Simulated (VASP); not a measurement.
A run of VASP 6.6.1 is set up as follows.

File POSCAR:

```
InSe
1.0
    2.0000000000      1.1547000000      8.4400000000
   -2.0000000000      1.1547000000      8.4400000000
    0.0000000000     -2.3094000000      8.4400000000
In Se
2 2
Direct
    0.0000000000      0.0000000000      0.0000000000
    0.1114000000      0.1114000000      0.1114000000
    0.6165000000      0.6165000000      0.6165000000
    0.8281000000      0.8281000000      0.8281000000
```

The input INCAR.step1:

```
PREC = Accurate ; ENCUT = 550
ISMEAR = 0 ; SIGMA = 0.01
LREAL = F ; LASPH = T
NELM = 120 ; NBANDS = 27
GGA = PE ; ALGO = Normal
EDIFF = 1E-5 ; LWAVE = T
LCHARG = F ; GGA_COMPAT = F
```

File INCAR.step2:

```
PREC = Accurate ; ENCUT = 550
EDIFF = 1E-6 ; ISMEAR = 0
SIGMA = 0.01 ; LREAL = F
LASPH = T ; NELM = 120
ALGO = Normal ; ISIF = 2
LWAVE = F ; LCHARG = F
METAGGA = R2SCAN ; LMIXTAU = T
NBANDS = 27 ; ISTART = 1
GGA_COMPAT = F
```

KPOINTS

```
Automatic mesh
0
Gamma
  4 4 4
```

Potentials or basis: VASP PAW PBE potentials, release 64 (In_d, Se).

Launch:

```console
$ cat potpaw_PBE.64/In_d/POTCAR potpaw_PBE.64/Se/POTCAR > POTCAR
$ cp INCAR.step1 INCAR
$ mpirun -np 1 vasp_std > vasp.out
$ cp INCAR.step2 INCAR
$ mpirun -np 1 vasp_std > vasp.out
```

(1) What does it give for the band gap on the k mesh?

(2) What does it give for the pressure?

Answers

(1) 0.86 eV.

(2) 1.3 GPa.

Caveat: the k points lie up to 0.46 Å⁻¹ apart; the PAW data sets were made with another functional, which shifts forces and pressure a little; spin-orbit coupling is left out, which moves the levels of the heavy elements.
